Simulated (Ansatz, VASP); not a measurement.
## Two plane-wave programs on HfN

```
CELL_PARAMETERS angstrom
0.00000 2.16020 2.38759
2.16020 0.00000 2.38759
2.16020 2.16020 0.00000
ATOMIC_POSITIONS crystal
Hf 0.00000 0.00000 0.00000
N 0.50000 0.50000 0.50000
```

Change from the starting cell: strain -0.050 along x and y, +0.050 along z, atoms carried along.

Alike in both runs: task single point; functional PBE; k mesh 22 × 22 × 22; occupations gaussian, width 0.15 eV; no spin polarisation.

|  | VASP | Ansatz |
| --- | --- | --- |
| version | VASP 6.6.1 | Ansatz 0.2.0 |
| potentials or method | VASP PAW PBE potentials, release 64 (Hf_pv, N), cutoff 520 eV | scalar-relativistic, plane waves, PAW |
| valence electrons in the cell | 15 | 31 |

|  | VASP | Ansatz | Ansatz less VASP |
| --- | --- | --- | --- |
| gap on the k mesh at the Fermi level (eV) | none | none | - |
| pressure (GPa) | 20.3 | 22.6 | +2.36 |
| traceless stress, the component that is largest in VASP (GPa) | -34.72 | -34.89 | -0.178 |

A gap of «none» marks a metal or a gap that the smearing closes. With one functional, cell and mesh, what is left measures potentials, basis and numerics. VASP's potentials hold 15 valence electrons a cell and Ansatz's 31, so a difference there can come from the potentials and not from the codes.

Neither program's run includes spin-orbit coupling.
